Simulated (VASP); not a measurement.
## MgO: single point with HSE06

Crystal: MgO.

```xyz
2
Lattice="2.9767 0.0000 0.0000 -1.4883 2.5779 0.0000 0.0000 0.0000 2.7149" Properties=species:S:1:pos:R:3 pbc="T T T"
Mg    0.0000    0.0000    0.0000
O     0.0000    1.7186    1.3575
```

| Item | Value |
| --- | --- |
| Program | VASP 6.6.1 |
| Task | single point |
| Functional | HSE06 |
| Potentials or basis | VASP PAW PBE potentials, release 64 (Mg, O) |
| Cutoff | 520 eV |
| k mesh | 6 × 6 × 6 |
| Occupations | fermi-dirac, width 0.05 eV |
| Spin | no spin polarisation |

| Item | Value |
| --- | --- |
| Pressure | -10.8 GPa |
| Band gap on the k mesh | 4.23 eV (least direct gap 4.65 eV) |

Stress tensor (GPa, compression positive):
```
 -9.94   0.00   0.00
  0.00  -9.94   0.00
  0.00   0.00 -12.58
```

Levels at points of the mesh, in eV from the valence-band top:
| k point | band 2 | band 3 | band 4 | band 5 | band 6 | band 7 |
| --- | --- | --- | --- | --- | --- | --- |
| (0.00, 0.00, 0.00) | -0.61 | -0.61 | -0.42 | 4.23 | 13.51 | 17.12 |
| (0.50, 0.00, 0.00) | -5.01 | -1.36 | -0.05 | 8.05 | 12.13 | 14.69 |
| (0.00, 0.00, 0.50) | -5.49 | -0.09 | -0.09 | 9.70 | 10.59 | 19.19 |
| (0.50, 0.00, 0.50) | -3.84 | -3.46 | -0.84 | 7.29 | 12.95 | 15.54 |

It took 12 min on 1 thread of Intel(R) Xeon(R) Platinum 8259CL CPU @ 2.50GHz (Skylake/Cascade Lake), with other jobs on the host, peak memory 0.24 GiB.

Caveat: the cell stands under tension; the PAW data sets were made with another functional, which shifts forces and pressure a little. A k mesh can miss the band edges.
